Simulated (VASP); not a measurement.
# Ge (Fd-3m) in VASP: notebook

The runs below take Ge through single point, relaxation of cell and atoms, with PBE.

Program: VASP 6.6.1. These are calculated values, not measurements. Logs are shortened: lines on timing, memory, paths and dates and some standing lists are left out, and cuts for length are marked.

### Step 1. The cell of the first run

The structure is cubic, space group Fd-3m (No. 227). The conventional cell has a = 5.761 Å, b = 5.761 Å, c = 5.761 Å, α = 90.00°, β = 90.00°, γ = 90.00°. Within 3.3 Å of Ge (site symmetry -43m) lie 4 Ge at 2.49 Å.

### Step 2. Single point, PBE

File INCAR:

```
  PREC = Accurate
  ENCUT = 520
  EDIFF = 1E-7
  ISMEAR = 0
  SIGMA = 0.05
  LREAL = False
  LASPH = True
  NELM = 80
  ALGO = Normal
  ISIF = 2
  LWAVE = False
  LCHARG = False
  GGA = PE
  NBANDS = 21
```

File KPOINTS:

```
Automatic mesh
0
Gamma
  8 8 8
```

File POSCAR:

```
Ge
1.0
    0.0000000000      2.8806111334      2.8806111334
    2.8806111334      0.0000000000      2.8806111334
    2.8806111334      2.8806111334      0.0000000000
Ge
2
Direct
    0.0000000000      0.0000000000      0.0000000000
    0.2500000000      0.2500000000      0.2500000000
```

Potentials or basis: VASP PAW PBE potentials, release 64 (Ge_d).

Launch:

```
$ cat potpaw_PBE.64/Ge_d/POTCAR > POTCAR
$ mpirun -np 1 vasp_std > vasp.out
```

OUTCAR:

```text
PREC = Accurate
   ENCUT = 520
   EDIFF = 1E-7
   ISMEAR = 0
   LREAL = False
   LASPH = True
   NELM = 80
   ISIF = 2
   GGA = PE

 ion  position               nearest neighbor table
   1  0.000  0.000  0.000-   2 2.49   2 2.49   2 2.49   2 2.49
   2  0.250  0.250  0.250-   1 2.49   1 2.49   1 2.49   1 2.49

  LATTYP: Found a face centered cubic cell.
 ALAT       =     5.7612222668

  Lattice vectors:

 A1 = (   0.0000000000,   2.8806111334,   2.8806111334)
 A2 = (   2.8806111334,   0.0000000000,   2.8806111334)
 A3 = (   2.8806111334,   2.8806111334,   0.0000000000)

Analysis of symmetry for initial positions (statically):
=====================================================================
 Subroutine PRICEL returns:
 Original cell was already a primitive cell.

 Routine SETGRP: Setting up the symmetry group for a
 face centered cubic supercell.

 Subroutine GETGRP returns: Found 48 space group operations
 (whereof 24 operations were pure point group operations)
 out of a pool of 48 trial point group operations.

The static configuration has the point symmetry T_d .
 The point group associated with its full space group is O_h .

Analysis of symmetry for dynamics (positions and initial velocities):
=====================================================================
 Subroutine PRICEL returns:
 Original cell was already a primitive cell.

 Routine SETGRP: Setting up the symmetry group for a
 face centered cubic supercell.

 Subroutine GETGRP returns: Found 48 space group operations
 (whereof 24 operations were pure point group operations)
 out of a pool of 48 trial point group operations.

The dynamic configuration has the point symmetry T_d .
 The point group associated with its full space group is O_h .

 Subroutine INISYM returns: Found 48 space group operations
 (whereof 24 operations are pure point group operations),
 and found     1 'primitive' translations

----------------------------------------------------------------------------------------

                                     Primitive cell

  volume of cell :      47.8062

  direct lattice vectors                    reciprocal lattice vectors
     0.000000000  2.880611133  2.880611133    -0.173574279  0.173574279  0.173574279
     2.880611133  0.000000000  2.880611133     0.173574279 -0.173574279  0.173574279
     2.880611133  2.880611133  0.000000000     0.173574279  0.173574279 -0.173574279

  length of vectors
     4.073799333  4.073799333  4.073799333     0.300639470  0.300639470  0.300639470

  position of ions in fractional coordinates (direct lattice)
     0.000000000  0.000000000  0.000000000
     0.250000000  0.250000000  0.250000000

  ion indices of the primitive-cell ions
   primitive index   ion index
                 1           1
                 2           2

----------------------------------------------------------------------------------------

 KPOINTS: Automatic mesh

Automatic generation of k-mesh.
 Grid dimensions read from file:
 generate k-points for:    8    8    8

 Generating k-lattice:

  Cartesian coordinates                     Fractional coordinates (reciprocal lattice)
    -0.021696785  0.021696785  0.021696785     0.125000000  0.000000000  0.000000000
     0.021696785 -0.021696785  0.021696785     0.000000000  0.125000000  0.000000000
     0.021696785  0.021696785 -0.021696785     0.000000000  0.000000000  0.125000000

  Length of vectors
     0.037579934  0.037579934  0.037579934

  Shift w.r.t. Gamma in fractional coordinates (k-lattice)
     0.000000000  0.000000000  0.000000000

 Subroutine IBZKPT returns following result:
 ===========================================

 Found     29 irreducible k-points:

 Following reciprocal coordinates:
            Coordinates               Weight
  0.000000  0.000000  0.000000      1.000000
  0.125000  0.000000  0.000000      8.000000
  0.250000  0.000000  0.000000      8.000000
  0.375000  0.000000  0.000000      8.000000
  0.500000  0.000000  0.000000      4.000000
  0.125000  0.125000  0.000000      6.000000
[... 16 lines left out ...]
  0.500000  0.250000  0.125000     48.000000
 -0.375000  0.250000  0.125000     24.000000
 [... further k-points ...]
   k-points           NKPTS =     29   k-points in BZ     NKDIM =     29   number of bands    NBANDS=     21
   number of dos      NEDOS =    301   number of ions     NIONS =      2
   total plane-waves  NPLWV =  27000
   dimension x,y,z NGX =    30 NGY =   30 NGZ =   30
   dimension x,y,z NGXF=    60 NGYF=   60 NGZF=   60
   ions per type =               2
   NGX,Y,Z   is equivalent  to a cutoff of  12.24, 12.24, 12.24 a.u.
   NGXF,Y,Z  is equivalent  to a cutoff of  24.49, 24.49, 24.49 a.u.
 SYSTEM =  unknown system
   PREC   = accura    normal or accurate (medium, high low for compatibility)
   ISTART =      0    job   : 0-new  1-cont  2-samecut
   ICHARG =      2    charge: 1-file 2-atom 10-const
   ISPIN  =      1    spin polarized calculation?
   LNONCOLLINEAR =      F non collinear calculations
   LSORBIT =      F    spin-orbit coupling
   LASPH  =      T    aspherical Exc in radial PAW
   ENCUT  =  520.0 eV  38.22 Ry    6.18 a.u.   7.57  7.57  7.57*2*pi/ulx,y,z
   NELM   =     80;   NELMIN=  2; NELMDL= -5     # of ELM steps
   EDIFF  = 0.1E-06   stopping-criterion for ELM
   LREAL  =      F    real-space projection
   EDIFFG = 0.1E-05   stopping-criterion for IOM
   NSW    =      0    number of steps for IOM
   IBRION =     -1    ionic relax: 0-MD 1-quasi-New 2-CG
   NFREE  =      0    steps in history (QN), initial steepest desc. (CG)
   ISIF   =      2    stress and relaxation
   ISYM   =      2    0-nonsym 1-usesym 2-fastsym
   POTIM  = 0.5000    time-step for ionic-motion
   TEBEG  =    0.0;   TEEND  =   0.0 temperature during run
   PSTRESS=    0.0 pullay stress
   NELECT =      28.0000    total number of electrons
   NUPDOWN=      -1.0000    fix difference up-down
   EMIN   =  10.00;   EMAX   =-10.00  energy-range for DOS
   EFERMI =   0.00;   METHOD = LEGACY
   ISMEAR =     0;   SIGMA  =   0.05  broadening in eV -4-tet -1-fermi 0-gaus
   EFERMI_NEDOS =   21; number of points for ismear=-14 and -15
   IALGO  =     38    algorithm
   IMIX   =      4    mixing-type and parameters
     AMIX     =   0.40;   BMIX     =  1.00
     AMIX_MAG =   1.60;   BMIX_MAG =  1.00
  volume/ion in A,a.u.               =      23.90       161.31
  Fermi-wavevector in a.u.,A,eV,Ry     =   1.369723  2.588402 25.526464  1.876142
  Thomas-Fermi vector in A             =   2.495573
   LORBIT       =      0    0 simple, 1 ext, 2 COOP (PROOUT), +10 PAW based schemes
   GGA     = PE    functional components
   LHFCALC =     F    Hartree Fock is set to
   AEXX    =    0.0000 exact exchange contribution
   IVDW    =     0    specifies the selected vdW correction
   LEPSILON=     F    determine dielectric tensor
   LRPA    =     F    only Hartree local field effects (RPA)
 non-spin polarized calculation
 Gauss-broadening in eV      SIGMA  =   0.05
  energy-cutoff  :      520.00
  volume of cell :       47.81
 maximum number of plane-waves:      1305
   NGX = 15   NGY = 15   NGZ = 15

 number of electron      27.9999979 magnetization

 Free energy of the ion-electron system (eV)
  ---------------------------------------------------
  ext. energy  EPLUGINS =         0.00000000
  ---------------------------------------------------
  free energy    TOTEN  =        -9.02611757 eV

  energy without entropy =       -9.02580788  energy(sigma->0) =       -9.02596272

 E-fermi :   4.4725     XC(G=0):  -9.6678

 val. band max:        4.1684561737   @ k =   0.1250   0.0000   0.0000
 cond. band min:       4.4796723463   @ k =   0.0000   0.0000   0.0000
 fundamental gap:      0.3112161727
 Fermi energy:         4.4724586546

 k-point     1 :       0.0000    0.0000    0.0000
  band No.  band energies     occupation
      1     -20.2653      2.00000
      2     -20.2653      2.00000
      3     -20.2653      2.00000
      4     -20.2332      2.00000
      5     -20.2332      2.00000
      6     -20.0502      2.00000
[... 13 lines left out ...]
     20      13.8169      0.00000
     21      13.8169      0.00000

 k-point     2 :       0.1250    0.0000    0.0000
  band No.  band energies     occupation
      1     -20.2723      2.00000
      2     -20.2723      2.00000
      3     -20.2631      2.00000
      4     -20.2236      2.00000
      5     -20.2236      2.00000
      6     -20.0616      2.00000
[... 13 lines left out ...]
     20      12.9758      0.00000
     21      12.9758      0.00000

 k-point     3 :       0.2500    0.0000    0.0000
  band No.  band energies     occupation
      1     -20.2811      2.00000
      2     -20.2811      2.00000
      3     -20.2577      2.00000
      4     -20.2088      2.00000
      5     -20.2088      2.00000
      6     -20.0740      2.00000
[... 13 lines left out ...]
     20      12.7264      0.00000
     21      12.7264      0.00000

 k-point     4 :       0.3750    0.0000    0.0000
  band No.  band energies     occupation
      1     -20.2856      2.00000
      2     -20.2856      2.00000
      3     -20.2520      2.00000
      4     -20.1995      2.00000
      5     -20.1995      2.00000
      6     -20.0806      2.00000
[... 13 lines left out ...]
     20      13.8189      0.00000
     21      13.8189      0.00000

 k-point     5 :       0.5000    0.0000    0.0000
  band No.  band energies     occupation
      1     -20.2868      2.00000
      2     -20.2868      2.00000
      3     -20.2496      2.00000
      4     -20.1969      2.00000
      5     -20.1969      2.00000
      6     -20.0822      2.00000
[... 13 lines left out ...]
     20      14.9264      0.00000
     21      15.4192      0.00000

 k-point     6 :       0.1250    0.1250    0.0000
  band No.  band energies     occupation
      1     -20.2714      2.00000
      2     -20.2704      2.00000
      3     -20.2704      2.00000
      4     -20.2256      2.00000
      5     -20.2132      2.00000
      6     -20.0805      2.00000
[... 13 lines left out ...]
     20      11.9441      0.00000
     21      14.0746      0.00000

 k-point     7 :       0.2500    0.1250    0.0000
  band No.  band energies     occupation
      1     -20.2835      2.00000
      2     -20.2775      2.00000
      3     -20.2624      2.00000
      4     -20.2136      2.00000
      5     -20.1960      2.00000
      6     -20.0983      2.00000
[... 13 lines left out ...]
     20      13.2221      0.00000
     21      13.8845      0.00000
[... 291 lines left out ...]
      1     -20.3096      2.00000
      2     -20.2960      2.00000
      3     -20.2173      2.00000
      4     -20.1667      2.00000
      5     -20.1451      2.00000
      6     -20.1331      2.00000
[... 13 lines left out ...]
     20      14.1471      0.00000
     21      17.4938      0.00000

 k-point    21 :       0.5000    0.5000    0.0000
  band No.  band energies     occupation
      1     -20.2952      2.00000
      2     -20.2952      2.00000
      3     -20.2190      2.00000
      4     -20.2190      2.00000
      5     -20.1350      2.00000
      6     -20.1350      2.00000
[... 13 lines left out ...]
     20      15.5569      0.00000
     21      17.0223      0.00000

 k-point    22 :       0.3750    0.2500    0.1250
  band No.  band energies     occupation
      1     -20.2900      2.00000
      2     -20.2882      2.00000
      3     -20.2504      2.00000
      4     -20.2022      2.00000
      5     -20.1778      2.00000
      6     -20.1170      2.00000
[... 13 lines left out ...]
     20      14.3419      0.00000
     21      14.6158      0.00000

 k-point    23 :       0.5000    0.2500    0.1250
  band No.  band energies     occupation
      1     -20.3005      2.00000
      2     -20.2937      2.00000
      3     -20.2314      2.00000
      4     -20.1892      2.00000
      5     -20.1668      2.00000
      6     -20.1247      2.00000
[... 13 lines left out ...]
     20      13.8892      0.00000
     21      15.7338      0.00000

 k-point    24 :      -0.3750    0.2500    0.1250
  band No.  band energies     occupation
      1     -20.3051      2.00000
      2     -20.2949      2.00000
      3     -20.2228      2.00000
      4     -20.1796      2.00000
      5     -20.1680      2.00000
      6     -20.1204      2.00000
[... 13 lines left out ...]
     20      15.2642      0.00000
     21      15.6305      0.00000

 [... further k-points ...]
[... 5 lines left out ...]
  --------------------------------------------------------------------------------------
  -------------------------------------------------------------------------------------
  Total       -0.0198021     -0.0198021     -0.0198021     -0.0000000      0.0000000     -0.0000000
  in kB       -0.6636495     -0.6636495     -0.6636495     -0.0000000      0.0000000     -0.0000000
  external PRESSURE =      -0.6636495 kB  Pullay stress =       0.0000000 kB

 VOLUME and BASIS-vectors are now :
 -----------------------------------------------------------------------------
  energy-cutoff  :      520.00
  volume of cell :       47.81
      direct lattice vectors                 reciprocal lattice vectors
     0.000000000  2.880611133  2.880611133    -0.173574279  0.173574279  0.173574279
     2.880611133  0.000000000  2.880611133     0.173574279 -0.173574279  0.173574279
     2.880611133  2.880611133  0.000000000     0.173574279  0.173574279 -0.173574279

 POSITION                                       TOTAL-FORCE (eV/Angst)
 -----------------------------------------------------------------------------------
      0.00000      0.00000      0.00000        -0.000000     -0.000000     -0.000000
      1.44031      1.44031      1.44031         0.000000      0.000000      0.000000
 -----------------------------------------------------------------------------------
    total drift:                                0.000000     -0.000000      0.000000

  FREE ENERGIE OF THE ION-ELECTRON SYSTEM (eV)
  ---------------------------------------------------
  free  energy   TOTEN  =        -9.0261175688 eV

  energy  without entropy=       -9.0258078760  energy(sigma->0) =       -9.02596272
```

Wall time 17 s (1 thread of Intel Xeon Platinum 8559C (Emerald Rapids), shared host); peak memory 0.17 GiB.

Results:

| Quantity | Value |
| --- | --- |
| Free energy | -9.0261 eV |
| Pressure | -0.1 GPa |
| Band gap on the k mesh | zero (filled and empty bands touch) |

### Step 3. Relaxation of cell and atoms, PBE

This run uses another cell than the first one, of 22.64 Å³/atom, 0.947 times its volume.

File INCAR:

```
SYSTEM = Ge
ALGO = Normal
EDIFF = 1E-7
EDIFFG = -0.003
ENCUT = 600
GGA = PE
IBRION = 2
ISIF = 3
ISMEAR = 0
LASPH = .True.
LCHARG = .False.
LREAL = .False.
LWAVE = .False.
NELM = 60
NSW = 80
PREC = Accurate
SIGMA = 0.05
```

File KPOINTS:

```
k-points
0
Gamma
  8 8 8
  0 0 0
```

File POSCAR:

```
Ge
1.0
    0.0000000000      2.8290000000      2.8290000000
    2.8290000000      0.0000000000      2.8290000000
    2.8290000000      2.8290000000      0.0000000000
Ge
2
Direct
    0.0000000000      0.0000000000      0.0000000000
    0.2500000000      0.2500000000      0.2500000000
```

Potentials or basis: VASP PAW PBE potentials, release 64 (Ge_d).

Launch:

```
$ cat potpaw_PBE.64/Ge_d/POTCAR > POTCAR
$ mpirun -np 1 vasp_std > vasp.out
```

It took 76 s on 1 thread of Intel Xeon Platinum 8559C (Emerald Rapids), shared host; peak memory 0.18 GiB.

Results (log left out):

| Item | Value |
| --- | --- |
| Free energy | -9.0261 eV |
| Relaxed volume | 23.88 Å³/atom |
| Relaxed cell | a = 4.073 Å, b = 4.073 Å, c = 4.073 Å, α = 60.00°, β = 60.00°, γ = 60.00° |
| Space group after relaxing (to 0.05 Å) | Fd-3m (No. 227) |
| Energy gained by relaxing | 13.5 meV/atom |
| Ionic steps | 16 |
| Pressure after relaxing | 0.0 GPa |
| Band gap on the k mesh | zero (filled and empty bands touch) |

Step by step:
| step | energy change (eV) | largest force (eV/Å) | pressure (GPa) | volume (Å³) |
| --- | --- | --- | --- | --- |
| 1 | 0.0000 | 0.0000 | 3.53 | 45.28 |
| 2 | -0.0244 | 0.0000 | -0.96 | 48.63 |
| 3 | -0.0269 | 0.0000 | -0.03 | 47.82 |
| 4 | -0.0269 | 0.0000 | 0.03 | 47.77 |
| 5 | -0.0269 | 0.0000 | 0.05 | 47.77 |
| 6 | -0.0269 | 0.0000 | 0.06 | 47.77 |
| 7 | -0.0269 | 0.0000 | 0.03 | 47.77 |
| 8 | -0.0269 | 0.0000 | 0.04 | 47.77 |
| 9 | -0.0269 | 0.0000 | 0.04 | 47.77 |
| 10 | -0.0269 | 0.0000 | 0.04 | 47.77 |
| 11 | -0.0269 | 0.0000 | 0.04 | 47.77 |
| 12 | -0.0269 | 0.0000 | 0.04 | 47.77 |
| 13 | -0.0269 | 0.0000 | 0.04 | 47.77 |
| 14 | -0.0269 | 0.0000 | 0.04 | 47.77 |
| 15 | -0.0269 | 0.0000 | 0.05 | 47.77 |
| 16 | -0.0269 | 0.0000 | 0.00 | 47.77 |

Final structure:
```yaml
crystal:
  lattice:
    - [0.00000, 2.87987, 2.87987]
    - [2.87987, 0.00000, 2.87987]
    - [2.87987, 2.87987, 0.00000]
  atoms:
    - { symbol: Ge, position: [0.00000, 0.00000, 0.00000] }
    - { symbol: Ge, position: [0.25000, 0.25000, 0.25000] }
```

Levels at points of the mesh, in eV from the Fermi level:
| k point | band 10 | band 11 | band 12 | band 13 | band 14 | band 15 | band 16 | band 17 | band 18 |
| --- | --- | --- | --- | --- | --- | --- | --- | --- | --- |
| (0.00, 0.00, 0.00) | -24.51 | -12.37 | -0.44 | 0.01 | 0.01 | 0.01 | 2.53 | 2.53 | 2.53 |
| (0.50, 0.00, 0.00) | -24.49 | -10.41 | -7.36 | -1.32 | -1.32 | 0.03 | 3.72 | 3.72 | 7.11 |
| (0.50, 0.50, 0.00) | -24.48 | -8.68 | -8.68 | -2.89 | -2.89 | 0.82 | 0.82 | 9.08 | 9.08 |
